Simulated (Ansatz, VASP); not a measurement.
## One calculation of Mg3Sn3N, two programs

```
CELL_PARAMETERS angstrom
3.31523 0.00000 0.00000
-1.65762 2.87108 0.00000
0.00000 0.00000 15.39197
ATOMIC_POSITIONS crystal
Mg 0.66667 0.33333 0.40847
Mg 0.33333 0.66667 0.06926
Mg 0.66667 0.33333 0.93560
Sn 0.00000 0.00000 0.57663
Sn 0.00000 0.00000 0.24668
Sn 0.33333 0.66667 0.76027
N 0.00000 0.00000 0.00310
```

Alike in both runs: task single point; functional PBE; k mesh 6 × 6 × 2; occupations gaussian, width 0.2 eV; no spin polarisation.

|  | VASP | Ansatz |
| --- | --- | --- |
| version | VASP 6.6.1 | Ansatz 0.2.0 |
| potentials or method | VASP PAW PBE potentials, release 64 (Mg, Sn_d, N), cutoff 520 eV | scalar-relativistic, plane waves, PAW |
| valence electrons in the cell | 53 | 77 |

VASP gave:

| Item | Value |
| --- | --- |
| gap on the k mesh at the Fermi level (eV) | none |
| pressure (GPa) | -0.1 |
| traceless stress, the component that is largest in VASP (GPa) | 2.26 |
| rms of the force components (eV/Å) | 0.100 |

Q: Which values does Ansatz return?

A: gap on the k mesh at the Fermi level (eV): none; pressure (GPa): 0.1; traceless stress, the component that is largest in VASP (GPa): 2.31; rms of the force components (eV/Å): 0.095.

Atom by atom the forces differ by 0.012 eV/Å (rms over components). A gap of «none» marks a metal or a gap that the smearing closes. VASP's potentials hold 53 valence electrons a cell and Ansatz's 77, so a difference there can come from the potentials and not from the codes.

The k mesh is coarse, so the values compare programs but aren't converged.
